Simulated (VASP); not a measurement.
# Ge (P-1) in VASP: single point with PBEsol+D3(BJ)

Aim: the single point of Ge with PBEsol+D3(BJ).

Everything below comes from runs of VASP 6.6.1. Logs are shortened: lines on timing, memory, paths and dates and some standing lists are left out, and cuts for length are marked.

### Step 1. The cell of the first run

The typed cell holds 1 atom: a = 2.983 Å, b = 2.922 Å, c = 2.699 Å, α = 91.95°, β = 89.43°, γ = 123.51°.

### Step 2. Single point, PBEsol+D3(BJ)

The input, INCAR:

```
PREC = Accurate
ENCUT = 500
EDIFF = 1E-6
ISMEAR = -1
SIGMA = 0.1
LREAL = F
LASPH = T
NELM = 120
ALGO = Normal
ISIF = 2
LWAVE = F
LCHARG = F
GGA = PS
IVDW = 12
NBANDS = 13
GGA_COMPAT = F
```

The input, KPOINTS:

```
Automatic mesh
0
Gamma
  14 14 13
```

The input, POSCAR:

```
Ge
1.0
    1.4296554500     -2.6179803625      0.0150420875
    1.3646425500      2.5830516375     -0.0499708125
   -0.0337278875     -0.0337278875      2.6982310000
Ge
1
Direct
    0.5000000000      0.5000000000      0.0000000000
```

Potentials or basis: VASP PAW PBE potentials, release 64 (Ge_d).

On the command line:

```bash
$ cat potpaw_PBE.64/Ge_d/POTCAR > POTCAR
$ mpirun -np 1 vasp_std > vasp.out
```

OUTCAR:

```text
PREC = Accurate
   ENCUT = 500
   EDIFF = 1E-6
   ISMEAR = -1
   LREAL = F
   LASPH = T
   NELM = 120
   ISIF = 2
   GGA = PS
   IVDW = 12
 IVDW          = 12

 ion  position               nearest neighbor table
   1  0.500  0.500  0.000-

  LATTYP: Found a triclinic cell.
 ALAT       =     2.9217977571
 B/A-ratio  =     0.9565119859
 C/A-ratio  =     0.9236274342
 COS(alpha) =     0.0248359888
 COS(beta)  =     0.0339864301
 COS(gamma) =     0.4561475233

  Lattice vectors:

 A1 = (   1.3646425500,   2.5830516375,  -0.0499708125)
 A2 = (   2.7942980000,  -0.0349287250,  -0.0349287250)
 A3 = (   0.0337278875,   0.0337278875,  -2.6982310000)

Analysis of symmetry for initial positions (statically):
=====================================================================
 Subroutine PRICEL returns:
 Original cell was already a primitive cell.

 Routine SETGRP: Setting up the symmetry group for a
 triclinic supercell.

 Subroutine GETGRP returns: Found  2 space group operations
 (whereof  2 operations were pure point group operations)
 out of a pool of  2 trial point group operations.

The static configuration has the point symmetry S_2 .

Analysis of symmetry for dynamics (positions and initial velocities):
=====================================================================
 Subroutine PRICEL returns:
 Original cell was already a primitive cell.

 Routine SETGRP: Setting up the symmetry group for a
 triclinic supercell.

 Subroutine GETGRP returns: Found  2 space group operations
 (whereof  2 operations were pure point group operations)
 out of a pool of  2 trial point group operations.

The dynamic configuration has the point symmetry S_2 .

 Subroutine INISYM returns: Found  2 space group operations
 (whereof  2 operations are pure point group operations),
 and found     1 'primitive' translations

----------------------------------------------------------------------------------------

                                     Primitive cell

  volume of cell :      19.5977

  direct lattice vectors                    reciprocal lattice vectors
     1.429655450 -2.617980362  0.015042088     0.355550362 -0.187798944  0.002096893
     1.364642550  2.583051638 -0.049970813     0.360419486  0.196861853  0.006966017
    -0.033727887 -0.033727887  2.698231000     0.004692791  0.004692791  0.370730510

  length of vectors
[... 85 lines left out ...]
   NFREE  =      0    steps in history (QN), initial steepest desc. (CG)
   ISIF   =      2    stress and relaxation
   ISYM   =      2    0-nonsym 1-usesym 2-fastsym
   POTIM  = 0.5000    time-step for ionic-motion
   TEBEG  =    0.0;   TEEND  =   0.0 temperature during run
   PSTRESS=    0.0 pullay stress
   NELECT =      14.0000    total number of electrons
   NUPDOWN=      -1.0000    fix difference up-down
   EMIN   =  10.00;   EMAX   =-10.00  energy-range for DOS
   EFERMI =   0.00;   METHOD = LEGACY
   ISMEAR =    -1;   SIGMA  =   0.10  broadening in eV -4-tet -1-fermi 0-gaus
   EFERMI_NEDOS =   21; number of points for ismear=-14 and -15
   IALGO  =     38    algorithm
   IMIX   =      4    mixing-type and parameters
     AMIX     =   0.40;   BMIX     =  1.00
     AMIX_MAG =   1.60;   BMIX_MAG =  1.00
  volume/ion in A,a.u.               =      19.60       132.25
  Fermi-wavevector in a.u.,A,eV,Ry     =   1.463464  2.765547 29.139978  2.141728
  Thomas-Fermi vector in A             =   2.579556
   LORBIT       =      0    0 simple, 1 ext, 2 COOP (PROOUT), +10 PAW based schemes
   GGA     = PS    functional components
   LHFCALC =     F    Hartree Fock is set to
   AEXX    =    0.0000 exact exchange contribution
   IVDW    =    12    specifies the selected vdW correction
   LEPSILON=     F    determine dielectric tensor
   LRPA    =     F    only Hartree local field effects (RPA)
 non-spin polarized calculation
  energy-cutoff  :      500.00
  volume of cell :       19.60
 maximum number of plane-waves:       510
 NGX is ok and might be reduce to    24
   NGX = 11   NGY = 11   NGZ =  9

 number of electron      13.9999997 magnetization

 Free energy of the ion-electron system (eV)
  ---------------------------------------------------
  ext. energy  EPLUGINS =         0.00000000
  ---------------------------------------------------
  free energy    TOTEN  =        -4.73501445 eV

  energy without entropy =       -4.72021718  energy(sigma->0) =       -4.72761582

 E-fermi :   6.0994     XC(G=0): -11.1901

 val. band max:        6.0931701600   @ k =  -0.1429   0.5000   0.3846
 cond. band min:       6.1033777155   @ k =   0.0000  -0.0000   0.2308
 fundamental gap:      0.0102075555
 Fermi energy:         6.0994079344

 k-point     1 :       0.0000    0.0000    0.0000
  band No.  band energies     occupation
      1     -18.5826      2.00000
      2     -18.5195      2.00000
      3     -18.4659      2.00000
      4     -18.3679      2.00000
      5     -18.3491      2.00000
      6      -6.7933      2.00000
      7      12.7299      0.00000
      8      13.2217      0.00000
      9      14.7062      0.00000
     10      16.2725      0.00000
     11      18.5583      0.00000
     12      20.5437      0.00000
     13      21.5009      0.00000
[... 354 lines left out ...]
  band No.  band energies     occupation
      1     -18.5614      2.00000
      2     -18.4806      2.00000
      3     -18.4693      2.00000
      4     -18.3710      2.00000
      5     -18.3683      2.00000
      6      -5.8890      2.00000
      7       9.5269      0.00000
      8      11.4096      0.00000
      9      13.5938      0.00000
     10      16.3822      0.00000
     11      17.7165      0.00000
     12      20.1599      0.00000
     13      26.4289      0.00000

 [... further k-points ...]

------------------------ aborting loop because EDIFF is reached ----------------------------------------

 Edisp (eV)   -0.31375

 E8    (eV) :    -0.2092

  FORCE on cell =-STRESS in cart. coord.  units (eV):
  Direction    XX          YY          ZZ          XY          YZ          ZX
  --------------------------------------------------------------------------------------
  -------------------------------------------------------------------------------------
  Total      -0.67660    -0.90778    -0.93689    -0.00190     0.11448     0.13078
  in kB     -55.31411   -74.21396   -76.59379    -0.15524     9.35915    10.69167
  external pressure =      -68.71 kB  Pullay stress =        0.00 kB

 VOLUME and BASIS-vectors are now :
 -----------------------------------------------------------------------------
  energy-cutoff  :      500.00
  volume of cell :       19.60
      direct lattice vectors                 reciprocal lattice vectors
     1.429655450 -2.617980362  0.015042088     0.355550362 -0.187798944  0.002096893
     1.364642550  2.583051638 -0.049970813     0.360419486  0.196861853  0.006966017
    -0.033727887 -0.033727887  2.698231000     0.004692791  0.004692791  0.370730510

 POSITION                                       TOTAL-FORCE (eV/Angst)
 -----------------------------------------------------------------------------------
      1.39715     -0.01746     -0.01746         0.000000     -0.000000      0.000000
 -----------------------------------------------------------------------------------
    total drift:                               -0.000000     -0.000000     -0.000000

  FREE ENERGIE OF THE ION-ELECTRON SYSTEM (eV)
  ---------------------------------------------------
  free  energy   TOTEN  =        -5.0487691824 eV

  energy  without entropy=       -5.0339719096  energy(sigma->0) =       -5.04137055
```

OSZICAR:

```text
N       E                     dE             d eps       ncg     rms          rms(c)
DAV:   1     0.616055173377E+02    0.61606E+02   -0.69761E+03 35636   0.286E+03
DAV:   2     0.723647775141E+00   -0.60882E+02   -0.58140E+02 35341   0.401E+02
DAV:   3    -0.467769678953E+01   -0.54013E+01   -0.53764E+01 38164   0.705E+01
DAV:   4    -0.475384563195E+01   -0.76149E-01   -0.76135E-01 37766   0.912E+00
DAV:   5    -0.475463178410E+01   -0.78615E-03   -0.78615E-03 39079   0.103E+00    0.134E+00
DAV:   6    -0.474022812639E+01    0.14404E-01   -0.12920E-02 41554   0.255E+00    0.728E-01
DAV:   7    -0.473525151985E+01    0.49766E-02   -0.69659E-03 41910   0.161E+00    0.909E-02
DAV:   8    -0.473501340852E+01    0.23811E-03   -0.75612E-04 39946   0.634E-01    0.284E-02
DAV:   9    -0.473501446687E+01   -0.10584E-05   -0.12740E-05 41567   0.472E-02    0.665E-03
DAV:  10    -0.473501445456E+01    0.12316E-07   -0.44279E-07 27230   0.104E-02
   1 F= -.50487692E+01 E0= -.50413705E+01  d E =-.147973E-01
```

stdout:

```text
POSCAR found type information on POSCAR Ge
 POSCAR found :  1 types and       1 ions
 scaLAPACK will be used
 -----------------------------------------------------------------------------
|                                                                             |
|                                                                             |
|     You enforced a specific xc type in the INCAR file but a different       |
|     I HOPE YOU KNOW WHAT YOU ARE DOING!                                     |
|                                                                             |
 -----------------------------------------------------------------------------

 LDA part: xc-table for (Slater+PW92), standard interpolation
 POSCAR, INCAR and KPOINTS ok, starting setup
 FFT: planning ... GRIDC
 FFT: planning ... GRID_SOFT
 FFT: planning ... GRID
 WAVECAR not read
 entering main loop
```

Wall time 2.2 min (1 thread of Intel Xeon Platinum 8375C at 2.90GHz (Ice Lake), shared host); peak memory 0.38 GiB.

What came out:

```yaml
Free_energy: -5.0488 eV
Pressure: -6.9 GPa
Band_gap_on_the_k_mesh: zero (bands 7 and 8 overlap by 9.35 eV)
Dispersion_energy_per_atom: -0.314 eV
```

Caveat: three body term missing; the cell stands under tension; the PAW data sets were made with another functional, which shifts forces and pressure a little.
